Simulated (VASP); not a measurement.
# Hf (I4/mmm) in VASP: single point with r2SCAN

Aim: the single point of Hf with r2SCAN.

Program: VASP 6.6.1. These are calculated values, not measurements. Logs are shortened: lines on timing, memory, paths and dates and some standing lists are left out, and cuts for length are marked.

## 1. The cell of the first run

It takes space group I4/mmm (No. 139, tetragonal). Conventional cell: a = 3.391 Å, b = 3.391 Å, c = 4.618 Å, α = 90.00°, β = 90.00°, γ = 90.00°. Within 4.4 Å of Hf (site symmetry 4/mmm) lie 12 Hf at 3.33 to 3.39 Å.

## 2. Single point, r2SCAN (strain +0.080 along x and y, +0.040 along z)

POSCAR reads:

```
Hf
1.0
    0.0000000000      2.3976000000      2.3088000000
    2.3976000000      0.0000000000      2.3088000000
    2.3976000000      2.3976000000      0.0000000000
Hf
1
Direct
    0.0000000000      0.0000000000      0.0000000000
```

INCAR.step1 reads:

```
SYSTEM = Hf
PREC = Accurate
ENCUT = 520
ISMEAR = 0
SIGMA = 0.15
LREAL = .False.
LASPH = .True.
NELM = 60
NBANDS = 11
GGA = PE
ALGO = Normal
EDIFF = 1E-4
LWAVE = .True.
LCHARG = .False.
```

INCAR.step2 reads:

```
SYSTEM = Hf
PREC = Accurate
ENCUT = 520
EDIFF = 1E-7
ISMEAR = 0
SIGMA = 0.15
LREAL = .False.
LASPH = .True.
NELM = 60
ALGO = Normal
ISIF = 2
LWAVE = .False.
LCHARG = .False.
METAGGA = R2SCAN
LMIXTAU = .True.
NBANDS = 11
ISTART = 1
```

KPOINTS reads:

```
regular mesh
0
Gamma
  18 18 18
  0 0 0
```

Potentials or basis: VASP PAW PBE potentials, release 64 (Hf_pv).

Command:

```bash
$ cat potpaw_PBE.64/Hf_pv/POTCAR > POTCAR
$ cp INCAR.step1 INCAR
$ mpirun -np 1 vasp_std > vasp.out
$ cp INCAR.step2 INCAR
$ mpirun -np 1 vasp_std > vasp.out
```

OUTCAR:

```text
SYSTEM = Hf
   PREC = Accurate
   ENCUT = 520
   EDIFF = 1E-7
   ISMEAR = 0
   LREAL = .False.
   LASPH = .True.
   NELM = 60
   ISIF = 2
   METAGGA = R2SCAN
   ISTART = 1

 ion  position               nearest neighbor table
   1  0.000  0.000  0.000-

  LATTYP: Found a body centered tetragonal cell.
 ALAT       =     3.3907184371
 C/A-ratio  =     1.3618352823

  Lattice vectors:

 A1 = (   0.0000000000,  -2.3976000000,  -2.3088000000)
 A2 = (   0.0000000000,   2.3976000000,  -2.3088000000)
 A3 = (   2.3976000000,   0.0000000000,   2.3088000000)

Analysis of symmetry for initial positions (statically):
=====================================================================
 Subroutine PRICEL returns:
 Original cell was already a primitive cell.

 Routine SETGRP: Setting up the symmetry group for a
 body centered tetragonal supercell.

 Subroutine GETGRP returns: Found 16 space group operations
 (whereof 16 operations were pure point group operations)
 out of a pool of 16 trial point group operations.

The static configuration has the point symmetry D_4h.

Analysis of symmetry for dynamics (positions and initial velocities):
=====================================================================
 Subroutine PRICEL returns:
 Original cell was already a primitive cell.

 Routine SETGRP: Setting up the symmetry group for a
 body centered tetragonal supercell.

 Subroutine GETGRP returns: Found 16 space group operations
 (whereof 16 operations were pure point group operations)
 out of a pool of 16 trial point group operations.

The dynamic configuration has the point symmetry D_4h.

 Subroutine INISYM returns: Found 16 space group operations
 (whereof 16 operations are pure point group operations),
 and found     1 'primitive' translations

----------------------------------------------------------------------------------------

                                     Primitive cell

  volume of cell :      26.5442

  direct lattice vectors                    reciprocal lattice vectors
     0.000000000  2.397600000  2.308800000    -0.208541875  0.208541875  0.216562717
     2.397600000  0.000000000  2.308800000     0.208541875 -0.208541875  0.216562717
     2.397600000  2.397600000  0.000000000     0.208541875  0.208541875 -0.216562717

  length of vectors
     3.328519671  3.328519671  3.390718437     0.365894572  0.365894572  0.365894572

  position of ions in fractional coordinates (direct lattice)
     0.000000000  0.000000000  0.000000000

  ion indices of the primitive-cell ions
   primitive index   ion index
                 1           1

----------------------------------------------------------------------------------------

 KPOINTS: regular mesh

Automatic generation of k-mesh.
 Grid dimensions read from file:
 generate k-points for:   18   18   18

 Generating k-lattice:

  Cartesian coordinates                     Fractional coordinates (reciprocal lattice)
    -0.011585660  0.011585660  0.012031262     0.055555556  0.000000000  0.000000000
     0.011585660 -0.011585660  0.012031262     0.000000000  0.055555556  0.000000000
     0.011585660  0.011585660 -0.012031262     0.000000000  0.000000000  0.055555556

  Length of vectors
     0.020327476  0.020327476  0.020327476

  Shift w.r.t. Gamma in fractional coordinates (k-lattice)
     0.000000000  0.000000000  0.000000000

 Subroutine IBZKPT returns following result:
 ===========================================

 Found    480 irreducible k-points:

 Following reciprocal coordinates:
            Coordinates               Weight
  0.000000  0.000000  0.000000      1.000000
  0.055556  0.000000  0.000000      8.000000
  0.111111  0.000000  0.000000      8.000000
  0.166667  0.000000  0.000000      8.000000
  0.222222  0.000000  0.000000      8.000000
  0.277778  0.000000  0.000000      8.000000
[... 16 lines left out ...]
 -0.277778  0.055556  0.000000      8.000000
 -0.222222  0.055556  0.000000      8.000000
 [... further k-points ...]
   k-points           NKPTS =    480   k-points in BZ     NKDIM =    480   number of bands    NBANDS=     11
   number of dos      NEDOS =    301   number of ions     NIONS =      1
   total plane-waves  NPLWV =  21952
   dimension x,y,z NGX =    28 NGY =   28 NGZ =   28
   dimension x,y,z NGXF=    56 NGYF=   56 NGZF=   56
   ions per type =               1
   NGX,Y,Z   is equivalent  to a cutoff of  13.98, 13.98, 13.73 a.u.
   NGXF,Y,Z  is equivalent  to a cutoff of  27.97, 27.97, 27.46 a.u.
 SYSTEM =  Hf
   PREC   = accura    normal or accurate (medium, high low for compatibility)
   ISTART =      1    job   : 0-new  1-cont  2-samecut
   ICHARG =      0    charge: 1-file 2-atom 10-const
   ISPIN  =      1    spin polarized calculation?
   LNONCOLLINEAR =      F non collinear calculations
   LSORBIT =      F    spin-orbit coupling
   LASPH  =      T    aspherical Exc in radial PAW
   ENCUT  =  520.0 eV  38.22 Ry    6.18 a.u.   6.19  6.19  6.30*2*pi/ulx,y,z
   NELM   =     60;   NELMIN=  2; NELMDL=  0     # of ELM steps
   EDIFF  = 0.1E-06   stopping-criterion for ELM
   LREAL  =      F    real-space projection
   EDIFFG = 0.1E-05   stopping-criterion for IOM
   NSW    =      0    number of steps for IOM
   IBRION =     -1    ionic relax: 0-MD 1-quasi-New 2-CG
   NFREE  =      0    steps in history (QN), initial steepest desc. (CG)
   ISIF   =      2    stress and relaxation
   ISYM   =      2    0-nonsym 1-usesym 2-fastsym
   POTIM  = 0.5000    time-step for ionic-motion
   TEBEG  =    0.0;   TEEND  =   0.0 temperature during run
   PSTRESS=    0.0 pullay stress
   NELECT =      10.0000    total number of electrons
   NUPDOWN=      -1.0000    fix difference up-down
   EMIN   =  10.00;   EMAX   =-10.00  energy-range for DOS
   EFERMI =   0.00;   METHOD = LEGACY
   ISMEAR =     0;   SIGMA  =   0.15  broadening in eV -4-tet -1-fermi 0-gaus
   EFERMI_NEDOS =   21; number of points for ismear=-14 and -15
   IALGO  =     38    algorithm
   IMIX   =      4    mixing-type and parameters
     AMIX     =   0.40;   BMIX     =  1.00
     AMIX_MAG =   1.60;   BMIX_MAG =  1.00
  volume/ion in A,a.u.               =      26.54       179.13
  Fermi-wavevector in a.u.,A,eV,Ry     =   1.182365  2.234346 19.020769  1.397987
  Thomas-Fermi vector in A             =   2.318621
   LORBIT       =      0    0 simple, 1 ext, 2 COOP (PROOUT), +10 PAW based schemes
   METAGGA = R2SCAN    functional components
   LHFCALC =     F    Hartree Fock is set to
   AEXX    =    0.0000 exact exchange contribution
   IVDW    =     0    specifies the selected vdW correction
   LEPSILON=     F    determine dielectric tensor
   LRPA    =     F    only Hartree local field effects (RPA)
 non-spin polarized calculation
 Gauss-broadening in eV      SIGMA  =   0.15
  energy-cutoff  :      520.00
  volume of cell :       26.54
 maximum number of plane-waves:       740
 NGX is ok and might be reduce to    28
   NGX = 13   NGY = 13   NGZ = 13

 number of electron      10.0000000 magnetization

 Free energy of the ion-electron system (eV)
  ---------------------------------------------------
  ext. energy  EPLUGINS =         0.00000000
  ---------------------------------------------------
  free energy    TOTEN  =       -44.86392171 eV

  energy without entropy =      -44.84835057  energy(sigma->0) =      -44.85613614

 E-fermi :   3.5114     XC(G=0): -11.3461

 val. band max:        3.5083149209   @ k =  -0.3333   0.1111   0.3889
 cond. band min:       3.5164830007   @ k =  -0.3333   0.1667   0.4444
 fundamental gap:      0.0081680799
 Fermi energy:         3.5113752942

 k-point     1 :       0.0000    0.0000    0.0000
  band No.  band energies     occupation
      1     -28.2890      2.00000
      2     -28.2884      2.00000
      3     -28.2884      2.00000
      4      -3.4544      2.00000
      5       4.8618      0.00000
      6       4.8618      0.00000
      7       5.2242      0.00000
      8       7.1441      0.00000
      9       7.6310      0.00000
     10      14.8122      0.00000
     11      14.8313      0.00000

 k-point     2 :       0.0556    0.0000    0.0000
  band No.  band energies     occupation
      1     -28.3031      2.00000
      2     -28.2907      2.00000
      3     -28.2903      2.00000
      4      -3.3615      2.00000
      5       4.8071      0.00000
      6       4.9050      0.00000
      7       5.2249      0.00000
      8       7.1063      0.00000
      9       7.5793      0.00000
     10      14.8314      0.00000
     11      15.0189      0.00000

 k-point     3 :       0.1111    0.0000    0.0000
  band No.  band energies     occupation
      1     -28.3447      2.00000
      2     -28.2973      2.00000
      3     -28.2947      2.00000
      4      -3.0884      2.00000
      5       4.5926      0.00000
      6       5.0153      0.00000
      7       5.2956      0.00000
      8       7.0258      0.00000
      9       7.4543      0.00000
     10      14.8312      0.00000
     11      15.5718      0.00000

 k-point     4 :       0.1667    0.0000    0.0000
  band No.  band energies     occupation
      1     -28.4077      2.00000
      2     -28.3074      2.00000
      3     -28.3015      2.00000
      4      -2.6526      2.00000
      5       4.2575      0.00000
      6       5.1295      0.00000
      7       5.4225      0.00000
      8       6.9979      0.00000
      9       7.3415      0.00000
     10      14.8308      0.00000
     11      15.8346      0.00000
[... 239 lines left out ...]
 k-point    22 :      -0.3333    0.0556    0.0000
  band No.  band energies     occupation
      1     -28.6541      2.00000
      2     -28.3457      2.00000
      3     -28.3457      2.00000
      4      -0.5303      2.00000
      5       3.3406      1.89264
      6       4.9444      0.00000
      7       5.1547      0.00000
      8       7.8723      0.00000
      9       8.5080      0.00000
     10      12.9965      0.00000
     11      14.8324      0.00000

 k-point    23 :      -0.2778    0.0556    0.0000
  band No.  band energies     occupation
      1     -28.5845      2.00000
      2     -28.3388      2.00000
      3     -28.3328      2.00000
      4      -1.1631      2.00000
      5       3.4982      1.09884
      6       5.1085      0.00000
      7       5.2909      0.00000
      8       7.3043      0.00000
      9       8.1035      0.00000
     10      13.9383      0.00000
     11      14.8331      0.00000

 k-point    24 :      -0.2222    0.0556    0.0000
  band No.  band energies     occupation
      1     -28.5069      2.00000
      2     -28.3299      2.00000
      3     -28.3195      2.00000
      4      -1.8198      2.00000
      5       3.7604      0.01886
      6       5.2404      0.00000
      7       5.4094      0.00000
      8       6.8748      0.00000
      9       7.7651      0.00000
     10      14.8129      0.00000
     11      14.8923      0.00000

 [... further k-points ...]

------------------------ aborting loop because EDIFF is reached ----------------------------------------

  FORCE on cell =-STRESS in cart. coord.  units (eV):
  Direction    XX          YY          ZZ          XY          YZ          ZX
  --------------------------------------------------------------------------------------
  -------------------------------------------------------------------------------------
  Total       -2.4180899     -2.4180899     -2.1200260      0.0000000      0.0000000      0.0000000
  in kB     -145.9530800   -145.9530800   -127.9622894      0.0000000      0.0000000      0.0000000
  external PRESSURE =    -139.9561498 kB  Pullay stress =       0.0000000 kB

 VOLUME and BASIS-vectors are now :
 -----------------------------------------------------------------------------
  energy-cutoff  :      520.00
  volume of cell :       26.54
      direct lattice vectors                 reciprocal lattice vectors
     0.000000000  2.397600000  2.308800000    -0.208541875  0.208541875  0.216562717
     2.397600000  0.000000000  2.308800000     0.208541875 -0.208541875  0.216562717
     2.397600000  2.397600000  0.000000000     0.208541875  0.208541875 -0.216562717

 POSITION                                       TOTAL-FORCE (eV/Angst)
 -----------------------------------------------------------------------------------
      0.00000      0.00000      0.00000         0.000000      0.000000      0.000000
 -----------------------------------------------------------------------------------
    total drift:                               -0.000000     -0.000000     -0.000000

  FREE ENERGIE OF THE ION-ELECTRON SYSTEM (eV)
  ---------------------------------------------------
  free  energy   TOTEN  =       -44.8639217078 eV

  energy  without entropy=      -44.8483505720  energy(sigma->0) =      -44.85613614
```

Run time: 12 min. Hardware: 1 thread of Intel Xeon Platinum 8259CL at 2.50GHz (Skylake/Cascade Lake), shared host; peak memory 0.28 GiB.

Results:

```
Free energy            : -44.8639 eV
Pressure               : -14.0 GPa
Band gap on the k mesh : zero (bands 5 and 6 overlap by 1.98 eV)
```

Levels at points of the mesh, in eV from the Fermi level:
```tsv
k point	band 1	band 2	band 3	band 4	band 5	band 6	band 7	band 8	band 9	band 10
(0.00, 0.00, 0.00)	-31.80	-31.80	-31.80	-6.97	1.35	1.35	1.71	3.63	4.12	11.30
(0.50, 0.00, 0.00)	-32.26	-31.88	-31.85	-3.28	-0.07	1.14	1.56	5.40	5.64	7.96
(0.50, 0.50, 0.00)	-32.24	-31.99	-31.99	-2.60	-1.69	2.05	5.57	5.96	5.96	8.62
(0.50, 0.00, 0.50)	-32.23	-31.98	-31.94	-2.71	-1.58	1.48	5.57	5.77	6.12	9.00
```

Caveat: the cell differs from its parent crystal (strain +0.080 along x and y, +0.040 along z); the cell stands under tension; the PAW data sets were made with another functional, which shifts forces and pressure a little; spin-orbit coupling is left out, which moves the levels of the heavy elements.
